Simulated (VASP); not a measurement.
# W (Im-3m) in VASP: a series of runs

The runs below take W through relaxation of cell and atoms, with LDA.

Everything below comes from runs of VASP 6.6.1. Logs are shortened: lines on timing, memory, paths and dates and some standing lists are left out, and cuts for length are marked.

### 1 The cell of the first run

Symmetry: Im-3m, No. 229, cubic system. The conventional cell has a = 3.135 Å, b = 3.135 Å, c = 3.135 Å, α = 90.00°, β = 90.00°, γ = 90.00°. Within 3.6 Å of W (site symmetry m-3m) lie 14 W at 2.72 to 3.14 Å.

### 2 Relaxation of cell and atoms, LDA, target pressure 4 GPa, at which the enthalpy is minimised

INCAR

```
PREC = Accurate ; ENCUT = 600
EDIFF = 1E-7 ; ISMEAR = -1
SIGMA = 0.1 ; LREAL = False
LASPH = True ; NELM = 60
ALGO = Normal ; ISIF = 3
LWAVE = False ; LCHARG = False
GGA = CA ; IBRION = 2
NSW = 100 ; EDIFFG = -0.002
PSTRESS = 40.0
```

KPOINTS

```
Automatic mesh
0
Gamma
  24 24 24
```

POSCAR

```
W
1.0
   -1.5675648139      1.5675648139      1.5675648139
    1.5675648139     -1.5675648139      1.5675648139
    1.5675648139      1.5675648139     -1.5675648139
W
1
Direct
    0.0000000000      0.0000000000      0.0000000000
```

Potentials or basis: VASP PAW LDA potentials, release 64 (W_sv).

Started as:

```console
> cat potpaw_LDA.64/W_sv/POTCAR > POTCAR
> mpirun -np 1 vasp_std > vasp.out
```

OUTCAR:

```text
PREC = Accurate
   ENCUT = 600
   EDIFF = 1E-7
   ISMEAR = -1
   LREAL = False
   LASPH = True
   NELM = 60
   ISIF = 3
   GGA = CA
   IBRION = 2
   NSW = 100
   EDIFFG = -0.002
   PSTRESS = 40.0

 ion  position               nearest neighbor table
   1  0.000  0.000  0.000-

  LATTYP: Found a body centered cubic cell.
 ALAT       =     3.1351296278

  Lattice vectors:

 A1 = (  -1.5675648139,   1.5675648139,   1.5675648139)
 A2 = (   1.5675648139,  -1.5675648139,   1.5675648139)
 A3 = (   1.5675648139,   1.5675648139,  -1.5675648139)

Analysis of symmetry for initial positions (statically):
=====================================================================
 Subroutine PRICEL returns:
 Original cell was already a primitive cell.

 Routine SETGRP: Setting up the symmetry group for a
 body centered cubic supercell.

 Subroutine GETGRP returns: Found 48 space group operations
 (whereof 48 operations were pure point group operations)
 out of a pool of 48 trial point group operations.

The static configuration has the point symmetry O_h .

Analysis of symmetry for dynamics (positions and initial velocities):
=====================================================================
 Subroutine PRICEL returns:
 Original cell was already a primitive cell.

 Routine SETGRP: Setting up the symmetry group for a
 body centered cubic supercell.

 Subroutine GETGRP returns: Found 48 space group operations
 (whereof 48 operations were pure point group operations)
 out of a pool of 48 trial point group operations.

The dynamic configuration has the point symmetry O_h .

 Subroutine INISYM returns: Found 48 space group operations
 (whereof 48 operations are pure point group operations),
 and found     1 'primitive' translations

----------------------------------------------------------------------------------------

                                     Primitive cell

  volume of cell :      15.4077

  direct lattice vectors                    reciprocal lattice vectors
    -1.567564814  1.567564814  1.567564814     0.000000000  0.318966078  0.318966078
     1.567564814 -1.567564814  1.567564814     0.318966078  0.000000000  0.318966078
     1.567564814  1.567564814 -1.567564814     0.318966078  0.318966078  0.000000000

  length of vectors
     2.715101902  2.715101902  2.715101902     0.451086153  0.451086153  0.451086153

  position of ions in fractional coordinates (direct lattice)
     0.000000000  0.000000000  0.000000000

  ion indices of the primitive-cell ions
   primitive index   ion index
                 1           1

----------------------------------------------------------------------------------------

 KPOINTS: Automatic mesh

Automatic generation of k-mesh.
 Grid dimensions read from file:
 generate k-points for:   24   24   24

 Generating k-lattice:

  Cartesian coordinates                     Fractional coordinates (reciprocal lattice)
     0.000000000  0.013290253  0.013290253     0.041666667  0.000000000  0.000000000
     0.013290253  0.000000000  0.013290253     0.000000000  0.041666667  0.000000000
     0.013290253  0.013290253  0.000000000     0.000000000  0.000000000  0.041666667

  Length of vectors
     0.018795256  0.018795256  0.018795256

  Shift w.r.t. Gamma in fractional coordinates (k-lattice)
     0.000000000  0.000000000  0.000000000

 Subroutine IBZKPT returns following result:
 ===========================================

 Found    413 irreducible k-points:

 Following reciprocal coordinates:
            Coordinates               Weight
  0.000000  0.000000  0.000000      1.000000
  0.041667  0.000000  0.000000     12.000000
  0.083333  0.000000  0.000000     12.000000
  0.125000  0.000000  0.000000     12.000000
  0.166667  0.000000  0.000000     12.000000
  0.208333  0.000000  0.000000     12.000000
[... 16 lines left out ...]
  0.416667  0.041667 -0.000000     48.000000
  0.458333  0.041667  0.000000     48.000000
 [... further k-points ...]
   k-points           NKPTS =    413   k-points in BZ     NKDIM =    413   number of bands    NBANDS=     11
   number of dos      NEDOS =    301   number of ions     NIONS =      1
   total plane-waves  NPLWV =  13824
   dimension x,y,z NGX =    24 NGY =   24 NGZ =   24
   dimension x,y,z NGXF=    48 NGYF=   48 NGZF=   48
   ions per type =               1
   NGX,Y,Z   is equivalent  to a cutoff of  14.70, 14.70, 14.70 a.u.
   NGXF,Y,Z  is equivalent  to a cutoff of  29.39, 29.39, 29.39 a.u.
 SYSTEM =  unknown system
   PREC   = accura    normal or accurate (medium, high low for compatibility)
   ISTART =      0    job   : 0-new  1-cont  2-samecut
   ICHARG =      2    charge: 1-file 2-atom 10-const
   ISPIN  =      1    spin polarized calculation?
   LNONCOLLINEAR =      F non collinear calculations
   LSORBIT =      F    spin-orbit coupling
   LASPH  =      T    aspherical Exc in radial PAW
   ENCUT  =  600.0 eV  44.10 Ry    6.64 a.u.   5.42  5.42  5.42*2*pi/ulx,y,z
   NELM   =     60;   NELMIN=  2; NELMDL= -5     # of ELM steps
   EDIFF  = 0.1E-06   stopping-criterion for ELM
   LREAL  =      F    real-space projection
   EDIFFG = -.2E-02   stopping-criterion for IOM
   NSW    =    100    number of steps for IOM
   IBRION =      2    ionic relax: 0-MD 1-quasi-New 2-CG
   NFREE  =      1    steps in history (QN), initial steepest desc. (CG)
   ISIF   =      3    stress and relaxation
   ISYM   =      2    0-nonsym 1-usesym 2-fastsym
   POTIM  = 0.5000    time-step for ionic-motion
   TEBEG  =    0.0;   TEEND  =   0.0 temperature during run
   PSTRESS=   40.0 pullay stress
   NELECT =      14.0000    total number of electrons
   NUPDOWN=      -1.0000    fix difference up-down
   EMIN   =  10.00;   EMAX   =-10.00  energy-range for DOS
   EFERMI =   0.00;   METHOD = LEGACY
   ISMEAR =    -1;   SIGMA  =   0.10  broadening in eV -4-tet -1-fermi 0-gaus
   EFERMI_NEDOS =   21; number of points for ismear=-14 and -15
   IALGO  =     38    algorithm
   IMIX   =      4    mixing-type and parameters
     AMIX     =   0.40;   BMIX     =  1.00
     AMIX_MAG =   1.60;   BMIX_MAG =  1.00
  volume/ion in A,a.u.               =      15.41       103.98
  Fermi-wavevector in a.u.,A,eV,Ry     =   1.585643  2.996430 34.208623  2.514263
  Thomas-Fermi vector in A             =   2.685076
   LORBIT       =      0    0 simple, 1 ext, 2 COOP (PROOUT), +10 PAW based schemes
   GGA     = CA    functional components
   LHFCALC =     F    Hartree Fock is set to
   AEXX    =    0.0000 exact exchange contribution
   IVDW    =     0    specifies the selected vdW correction
   LEPSILON=     F    determine dielectric tensor
   LRPA    =     F    only Hartree local field effects (RPA)
 conjugate gradient relaxation of ions
 non-spin polarized calculation
  energy-cutoff  :      600.00
  volume of cell :       15.41
 maximum number of plane-waves:       535
 NGX is ok and might be reduce to    24
   NGX = 11   NGY = 11   NGZ = 11

--------------------------------------- Ionic step        1  -------------------------------------------

 number of electron      13.9999999 magnetization

 Free energy of the ion-electron system (eV)
  ---------------------------------------------------
  ext. energy  EPLUGINS =         0.00000000
  ---------------------------------------------------
  free energy    TOTEN  =       -14.11319627 eV

  energy without entropy =      -14.09817886  energy(sigma->0) =      -14.10568756

------------------------ aborting loop because EDIFF is reached ----------------------------------------

  FORCE on cell =-STRESS in cart. coord.  units (eV):
  Direction    XX          YY          ZZ          XY          YZ          ZX
  --------------------------------------------------------------------------------------
  -------------------------------------------------------------------------------------
  Total        0.1953845      0.1953845      0.1953845      0.0000000      0.0000000     -0.0000000
  in kB       20.3172099     20.3172099     20.3172099      0.0000000      0.0000000     -0.0000000
  external PRESSURE =     -19.6827901 kB  Pullay stress =      40.0000000 kB

 VOLUME and BASIS-vectors are now :
 -----------------------------------------------------------------------------
  energy-cutoff  :      600.00
  volume of cell :       15.41
      direct lattice vectors                 reciprocal lattice vectors
    -1.567564814  1.567564814  1.567564814     0.000000000  0.318966078  0.318966078
     1.567564814 -1.567564814  1.567564814     0.318966078  0.000000000  0.318966078
     1.567564814  1.567564814 -1.567564814     0.318966078  0.318966078  0.000000000
[... 81 lines left out ...]
  FREE ENERGIE OF THE ION-ELECTRON SYSTEM (eV)
  ---------------------------------------------------
  free  energy   TOTEN  =       -14.1116027754 eV

  energy  without entropy=      -14.0966407839  energy(sigma->0) =      -14.10412178

  enthalpy is  TOTEN    =       -13.7290599622 eV   P V=        0.3825428133

--------------------------------------- Ionic step        4  -------------------------------------------

 number of electron      13.9999999 magnetization

 Free energy of the ion-electron system (eV)
  ---------------------------------------------------
  ext. energy  EPLUGINS =         0.00000000
  ---------------------------------------------------
  free energy    TOTEN  =       -14.11156048 eV

  energy without entropy =      -14.09659962  energy(sigma->0) =      -14.10408005

 E-fermi :  11.8664     XC(G=0): -14.0215

 val. band max:       11.8570374754   @ k =  -0.2917   0.3333   0.1667
 cond. band min:      11.8771760670   @ k =   0.4167   0.0833   0.0000
 fundamental gap:      0.0201385916
 Fermi energy:        11.8663732192

 k-point     1 :       0.0000    0.0000    0.0000
  band No.  band energies     occupation
      1     -61.8835      2.00000
      2     -25.6363      2.00000
      3     -25.6363      2.00000
      4     -25.6363      2.00000
      5       2.0930      2.00000
      6      10.5021      2.00000
      7      10.5021      2.00000
      8      10.5021      2.00000
      9      14.0915      0.00000
     10      14.0915      0.00000
     11      26.4719      0.00000

 k-point     2 :       0.0417    0.0000    0.0000
  band No.  band energies     occupation
      1     -61.8808      2.00000
      2     -25.6636      2.00000
      3     -25.6447      2.00000
      4     -25.6365      2.00000
      5       2.1819      2.00000
      6      10.4476      2.00000
      7      10.4913      2.00000
      8      10.5875      1.99999
      9      14.0001      0.00000
     10      14.0916      0.00000
     11      26.5499      0.00000
[... 295 lines left out ...]
 k-point    24 :       0.4583    0.0417    0.0000
  band No.  band energies     occupation
      1     -61.7225      2.00000
      2     -27.0872      2.00000
      3     -26.1155      2.00000
      4     -25.6571      2.00000
      5       5.4091      2.00000
      6       8.0951      2.00000
      7      12.5101      0.00320
      8      14.0028      0.00000
      9      15.1237      0.00000
     10      18.3021      0.00000
     11      23.4097      0.00000

 [... further k-points ...]

------------------------ aborting loop because EDIFF is reached ----------------------------------------

  FORCE on cell =-STRESS in cart. coord.  units (eV):
  Direction    XX          YY          ZZ          XY          YZ          ZX
  --------------------------------------------------------------------------------------
  -------------------------------------------------------------------------------------
  Total        0.3828366      0.3828366      0.3828366     -0.0000000      0.0000000     -0.0000000
  in kB       40.0351554     40.0351554     40.0351554     -0.0000000      0.0000000     -0.0000000
  external PRESSURE =       0.0351554 kB  Pullay stress =      40.0000000 kB

 VOLUME and BASIS-vectors are now :
 -----------------------------------------------------------------------------
  energy-cutoff  :      600.00
  volume of cell :       15.32
      direct lattice vectors                 reciprocal lattice vectors
    -1.564615019  1.564615019  1.564615019     0.000000000  0.319567430  0.319567430
     1.564615019 -1.564615019  1.564615019     0.319567430  0.000000000  0.319567430
     1.564615019  1.564615019 -1.564615019     0.319567430  0.319567430  0.000000000

 POSITION                                       TOTAL-FORCE (eV/Angst)
 -----------------------------------------------------------------------------------
      1.56462      1.56462      1.56462         0.000000     -0.000000      0.000000
 -----------------------------------------------------------------------------------
    total drift:                               -0.000000     -0.000000      0.000000

  FREE ENERGIE OF THE ION-ELECTRON SYSTEM (eV)
  ---------------------------------------------------
  free  energy   TOTEN  =       -14.1115604765 eV

  energy  without entropy=      -14.0965996244  energy(sigma->0) =      -14.10408005

  enthalpy is  TOTEN    =       -13.7290600845 eV   P V=        0.3825003920

 reached required accuracy - stopping structural energy minimisation
```

Wall time 68 s (1 thread of Intel Xeon Platinum 8488C (Sapphire Rapids), shared host); peak memory 0.21 GiB.

What came out:

| Item | Value |
| --- | --- |
| Free energy | -14.1116 eV |
| Relaxed volume | 15.32 Å³/atom |
| Relaxed cell | a = 2.710 Å, b = 2.710 Å, c = 2.710 Å, α = 109.47°, β = 109.47°, γ = 109.47° |
| Space group after relaxing (to 0.1 Å) | Im-3m (No. 229) |
| Energy change on relaxing (the run minimises the enthalpy) | +1.6 meV/atom |
| Ionic steps | 4 |
| Pressure after relaxing | 4.0 GPa |
| Band gap on the k mesh | zero (bands 7 and 8 overlap by 6.72 eV) |

The path:
```tsv
step	energy change (eV)	largest force (eV/Å)	pressure (GPa)	volume (Å³)
1	0.0000	0.0000	2.03	15.41
2	0.0181	0.0000	12.03	14.99
3	0.0016	0.0000	3.97	15.32
4	0.0016	0.0000	4.00	15.32
```

Final structure:
```
CELL_PARAMETERS angstrom
-1.56462 1.56462 1.56462
1.56462 -1.56462 1.56462
1.56462 1.56462 -1.56462
ATOMIC_POSITIONS crystal
W 0.00000 0.00000 0.00000
```

Caveat: the cell is relaxed towards a set pressure, so the run minimises the enthalpy, not the energy; spin-orbit coupling is left out, which moves the levels of the heavy elements. LDA usually gives volumes a few per cent too small.

### 3 Relaxation of cell and atoms, LDA, target pressure 7 GPa, at which the enthalpy is minimised

INCAR

```
SYSTEM = W
PREC = Accurate ; ENCUT = 600
EDIFF = 1E-6 ; ISMEAR = -1
SIGMA = 0.1 ; LREAL = .False.
LASPH = .True. ; NELM = 80
ALGO = Normal ; ISIF = 3
LWAVE = .False. ; LCHARG = .False.
IBRION = 2 ; NSW = 100
EDIFFG = -0.002 ; PSTRESS = 70.0
```

KPOINTS

```
Automatic mesh
0
Gamma
  24 24 24
  0 0 0
```

POSCAR is that of step 2.

Potentials or basis: VASP PAW LDA potentials, release 64 (W_sv).

Started as:

```console
> cat potpaw_LDA.64/W_sv/POTCAR > POTCAR
> mpirun -np 1 vasp_std > vasp.out
```

Wall time 70 s (1 thread of Intel Xeon Platinum 8488C (Sapphire Rapids), shared host); peak memory 0.22 GiB.

It converged, with:

```
Free energy                                                : -14.1072 eV
Relaxed volume                                             : 15.19 Å³/atom
Relaxed cell                                               : a = 2.702 Å, b = 2.702 Å, c = 2.702 Å, α = 109.47°, β = 109.47°, γ = 109.47°
Space group after relaxing (to 0.1 Å)                      : Im-3m (No. 229)
Energy change on relaxing (the run minimises the enthalpy) : +6.0 meV/atom
Ionic steps                                                : 4
Pressure after relaxing                                    : 7.0 GPa
Band gap on the k mesh                                     : zero (bands 7 and 8 overlap by 6.80 eV)
```

Step by step:
| step | energy change (eV) | largest force (eV/Å) | pressure (GPa) | volume (Å³) |
| --- | --- | --- | --- | --- |
| 1 | 0.0000 | 0.0000 | 2.03 | 15.41 |
| 2 | 0.0985 | 0.0000 | 29.93 | 14.37 |
| 3 | 0.0058 | 0.0000 | 6.87 | 15.20 |
| 4 | 0.0060 | 0.0000 | 6.98 | 15.19 |

Final structure:
```yaml
crystal:
  lattice:
    - [-1.56028, 1.56028, 1.56028]
    - [1.56028, -1.56028, 1.56028]
    - [1.56028, 1.56028, -1.56028]
  atoms:
    - { symbol: W, position: [0.00000, 0.00000, 0.00000] }
```

Levels at points of the mesh, in eV from the Fermi level:
```csv
k point,band 4,band 5,band 6,band 7,band 8,band 9,band 10,band 11
"(0.00, 0.00, 0.00)",-37.48,-9.82,-1.38,-1.38,-1.38,2.24,2.24,14.62
"(0.50, 0.00, 0.00)",-37.49,-6.59,-3.84,0.95,2.17,3.19,6.48,11.62
"(0.50, 0.50, 0.50)",-38.53,-6.25,-6.25,5.41,5.41,5.41,8.66,8.66
```

Caveat: the cell is relaxed towards a set pressure, so the run minimises the enthalpy, not the energy; spin-orbit coupling is left out, which moves the levels of the heavy elements. LDA usually gives volumes a few per cent too small.

(Continued in part 2 of 2.)

The gap in the log of VASP goes by the Fermi energy; the results here count the filled bands.